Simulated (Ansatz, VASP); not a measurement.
# AlGa3N4 in VASP and in Ansatz

File INCAR:

```
  PREC = Accurate
  ENCUT = 520
  EDIFF = 1E-7
  ISMEAR = 0
  SIGMA = 0.05
  LREAL = Auto
  LASPH = True
  NELM = 60
  ALGO = Normal
  ISIF = 2
  LWAVE = False
  LCHARG = False
  GGA = PS
  NBANDS = 76
```

File KPOINTS:

```
regular mesh
0
Gamma
  6 6 3
```

The input POSCAR:

```
AlGa3N4
1.0
    0.0000000000     -4.4676279353      0.0000000000
    0.0000000000      0.0000000000     -4.4676279353
    9.1852558707      0.0000000000      0.0000000000
Al Ga N
2 6 8
Direct
    1.0000000000      1.0000000000      0.7916017329
    1.0000000000      1.0000000000      0.3052104992
    0.5000000000      1.0000000000      0.0620148823
    0.5000000000      1.0000000000      0.5484061161
    1.0000000000      0.5000000000      0.0620148823
    1.0000000000      0.5000000000      0.5484061161
    0.5000000000      0.5000000000      0.7916017329
    0.5000000000      0.5000000000      0.3052104992
    0.2449690796      0.7550309204      0.1860596863
    0.2449690796      0.7550309204      0.6724509201
    0.7550309204      0.2449690796      0.1860596863
    0.7550309204      0.2449690796      0.6724509201
    0.2449690796      0.2449690796      0.9107525458
    0.2449690796      0.2449690796      0.4243613120
    0.7550309204      0.7550309204      0.9107525458
    0.7550309204      0.7550309204      0.4243613120
```

Input for Ansatz:

```yaml
crystal:
  lattice:
    - [0.0, -4.4676279353, 0.0]
    - [0.0, 0.0, -4.4676279353]
    - [9.1852558707, 0.0, 0.0]
  atoms:
    - { symbol: Al, position: [1.0, 1.0, 0.7916017329] }
    - { symbol: Al, position: [1.0, 1.0, 0.3052104992] }
    - { symbol: Ga, position: [0.5, 1.0, 0.0620148823] }
    - { symbol: Ga, position: [0.5, 1.0, 0.5484061161] }
    - { symbol: Ga, position: [1.0, 0.5, 0.0620148823] }
    - { symbol: Ga, position: [1.0, 0.5, 0.5484061161] }
    - { symbol: Ga, position: [0.5, 0.5, 0.7916017329] }
    - { symbol: Ga, position: [0.5, 0.5, 0.3052104992] }
    - { symbol: "N", position: [0.2449690796, 0.7550309204, 0.1860596863] }
    - { symbol: "N", position: [0.2449690796, 0.7550309204, 0.6724509201] }
    - { symbol: "N", position: [0.7550309204, 0.2449690796, 0.1860596863] }
    - { symbol: "N", position: [0.7550309204, 0.2449690796, 0.6724509201] }
    - { symbol: "N", position: [0.2449690796, 0.2449690796, 0.9107525458] }
    - { symbol: "N", position: [0.2449690796, 0.2449690796, 0.424361312] }
    - { symbol: "N", position: [0.7550309204, 0.7550309204, 0.9107525458] }
    - { symbol: "N", position: [0.7550309204, 0.7550309204, 0.424361312] }
basis:
  ecutwfc: 420
kpoints:
  mp_grid: { grid: [6, 6, 3] }
hamiltonian:
  xc: pbesol
scf:
  occupations: { method: gaussian, width: 0.05 }
output:
  forces: true
  stress: true
  eigenvalues: true
```

Alike in both runs: task single point; functional PBEsol; k mesh 6 × 6 × 3; occupations gaussian, width 0.05 eV; no spin polarisation.

|  | VASP | Ansatz |
| --- | --- | --- |
| version | VASP 6.6.1 | Ansatz 0.2.0 |
| potentials or method | VASP PAW PBE potentials, release 64 (Al, Ga_d, N), cutoff 520 eV | scalar-relativistic, plane waves, PAW |
| valence electrons in the cell | 124 | 124 |

|  | VASP | Ansatz | Ansatz less VASP |
| --- | --- | --- | --- |
| gap on the k mesh at the Fermi level (eV) | 1.69 | 1.68 | -0.011 |
| least direct gap on the mesh (eV) | 1.70 | 1.68 | -0.012 |
| pressure (GPa) | -4.2 | -4.1 | +0.15 |
| traceless stress, the component that is largest in VASP (GPa) | -3.52 | -3.52 | +0.004 |
| rms of the force components (eV/Å) | 0.686 | 0.688 | +0.0023 |

VASP's potentials were made for PBE, not for PBEsol. Atom by atom the forces differ by 0.005 eV/Å (rms over components).
